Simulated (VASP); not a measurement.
Here is a VASP 6.6.1 calculation.

The input POSCAR:

```
Ru
1.0
    2.6316308460      0.0000000000      0.0000000000
   -1.3158154230      2.2790591660      0.0000000000
    0.0000000000      0.0000000000      4.1645280950
Ru
2
Direct
    0.6666666667      0.3333333333      0.7500000000
    0.3333333333      0.6666666667      0.2500000000
```

INCAR.step1

```
SYSTEM = Ru
ALGO = Fast
EDIFF = 1E-7
ENCUT = 520
GGA = RP
ISIF = 2
ISMEAR = -1
ISPIN = 2
LASPH = .TRUE.
LCHARG = .TRUE.
LMAXMIX = 4
LREAL = .FALSE.
LWAVE = .FALSE.
MAGMOM = 1 -0.5
NBANDS = 25
NELM = 150
PREC = Accurate
SIGMA = 0.05
```

Contents of KPOINTS.step1:

```
k-points
0
G
  11 11 6
  0 0 0
```

The input INCAR.step2:

```
SYSTEM = Ru
ALGO = Fast
EDIFF = 1E-7
ENCUT = 520
GGA = RP
ICHARG = 11
ISIF = 2
ISMEAR = -5
ISPIN = 2
LASPH = .TRUE.
LCHARG = .FALSE.
LMAXMIX = 4
LORBIT = 11
LREAL = .FALSE.
LWAVE = .FALSE.
MAGMOM = 1 -0.5
NEDOS = 2001
NELM = 150
PREC = Accurate
SIGMA = 0.05
```

KPOINTS.step2

```
k-points
0
G
  17 17 9
  0 0 0
```

Potentials or basis: VASP PAW PBE potentials, release 64 (Ru_pv).

Command:

```bash
$ cat potpaw_PBE.64/Ru_pv/POTCAR > POTCAR
$ cp INCAR.step1 INCAR
$ cp KPOINTS.step1 KPOINTS
$ mpirun -np 1 vasp_std > vasp.out
$ cp INCAR.step2 INCAR
$ cp KPOINTS.step2 KPOINTS
$ mpirun -np 1 vasp_std > vasp.out
```

Task: What does it give for the net moment?

Result: 0.00 μB per cell.
